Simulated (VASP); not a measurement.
Write the native input for VASP 6.6.1 that does the following.

```
Task                   : single point
Functional             : LDA
Potentials or basis    : VASP PAW LDA potentials, release 64 (Si)
Cutoff                 : 520 eV
k mesh                 : 1 × 1 × 1
Occupations            : gaussian, width 0.05 eV
Spin                   : no spin polarisation
Dipole correction      : no
Further INCAR settings : LREAL = Auto; ALGO = Normal; EDIFF = 1e-06; NBANDS = 163
```

The structure of Si (a cell with a defect) lies in POSCAR:

```
Si
1.0
   10.8600000000      0.0000000000      0.0000000000
    0.0000000000     10.8600000000      0.0000000000
    0.0000000000      0.0000000000     10.8600000000
Si
63
Direct
    0.4998319521      0.0001698895      0.0004959484
    0.6252402394      0.1251632597      0.1254504604
    0.7498336096      0.2496576427      0.0003576427
    0.8765753223      0.3753918969      0.1259206262
    0.7503940147      0.0000924494      0.2507395028
    0.8749981584      0.1248469613      0.3753572744
    0.0006753223     -0.0002098527      0.0007611418
    0.1250037753      0.1247746777      0.1256161142
    0.2505365562      0.2494796501      0.0003473297
    0.3756000000      0.3749804788      0.1251245856
    0.5005477901      0.4997734807      0.0008135359
    0.6261068140      0.6266234807      0.1265242173
    0.7506795580      0.7494375691      0.0001834254
    0.8738367403      0.8739387661      0.1261491713
    0.2496293738     -0.0009398711      0.2497270718
    0.3751021179      0.1246984346      0.3747849908
    0.5006347145      0.2504528545      0.2500360037
    0.6258757827      0.3757242173      0.3777535912
    0.7482060773      0.4975998158      0.2488276243
    0.5007090239     -0.0002620626      0.5007941989
    0.6252868324      0.1247004604      0.6252701657
    0.7508113260      0.2492279926      0.5002581031
    0.8737416206      0.3762643646      0.6237525783
    0.7495436464     -0.0010118785      0.7497736648
    0.8753093002      0.1246998158      0.8747029466
   -0.0004294659      0.5003636280      0.0001213628
    0.1240457643      0.6232112339      0.1266048803
    0.2496963168      0.7498597606      0.0007175875
    0.3747483425      0.8743355433      0.1250778085
   -0.0001712707      0.2496236648      0.2510426335
    0.1235446593      0.3765144567      0.3743263352
    0.2505709945      0.4998512891      0.2507626151
    0.3749595764      0.6248579190      0.3753372007
    0.4996560773      0.7497360958      0.2510359116
    0.6267724678      0.8732858195      0.3742015654
   -0.0004077348      0.0006620626      0.5002548803
    0.1249687845      0.1251325967      0.6253752302
    0.2495303867      0.2499139042      0.5006476059
    0.3746298343      0.3746693370      0.6247573665
    0.4992536832      0.5004892265      0.5002750460
    0.6264454880      0.6231601289      0.6242139963
    0.7500741252      0.7493639963      0.5007299263
    0.8767441068      0.8731950276      0.6237218232
    0.2504492634     -0.0001469613      0.7505890424
    0.3751755064      0.1248174033      0.8753892265
    0.4998841621      0.2498596685      0.7506524862
    0.6251476059      0.3748776243      0.8760930018
    0.7504051565      0.4998410681      0.7511562615
    0.8749403315      0.6248547882      0.8755133517
    0.0015320442      0.7513696133      0.2497486188
    0.1242858195      0.8740504604      0.3776245856
   -0.0001006446      0.5007353591      0.5004682320
    0.1238910681      0.6265537753      0.6242636280
    0.2509049724      0.7493716390      0.5002796501
    0.3756581031      0.8747494475      0.6248639042
    0.0008164825      0.2507500000      0.7500534991
    0.1249676796      0.3750720994      0.8757717311
    0.2495156538      0.4989676796      0.7498766114
    0.3750513812      0.6246763352      0.8749358195
    0.5007697053      0.7506324125      0.7501401473
    0.6253437385      0.8747591160      0.8756989871
   -0.0000908840      0.7497122468      0.7513006446
    0.1251090239      0.8747891344      0.8760472376
```

The input as run:

INCAR

```
  PREC = Accurate
  ENCUT = 520
  EDIFF = 1E-6
  ISMEAR = 0
  SIGMA = 0.05
  LREAL = Auto
  LASPH = T
  NELM = 60
  ALGO = Normal
  ISIF = 2
  LWAVE = F
  LCHARG = T
  LELF = T
  LVHAR = T
  NBANDS = 163
```

KPOINTS

```
regular mesh
0
Gamma
  1 1 1
```

Potentials or basis: VASP PAW LDA potentials, release 64 (Si).

Command:

```sh
$ cat potpaw_LDA.64/Si/POTCAR > POTCAR
$ mpirun -np 1 vasp_gam > vasp.out
```

Results of the run:

* Pressure: -1.2 GPa
* Largest force: 0.037 eV/Å

Caveat: the k points lie up to 0.58 Å⁻¹ apart.

Wall time 7.2 min on 1 thread of Intel(R) Xeon(R) Platinum 8488C (Sapphire Rapids), with other jobs on the host, peak memory 0.68 GiB.
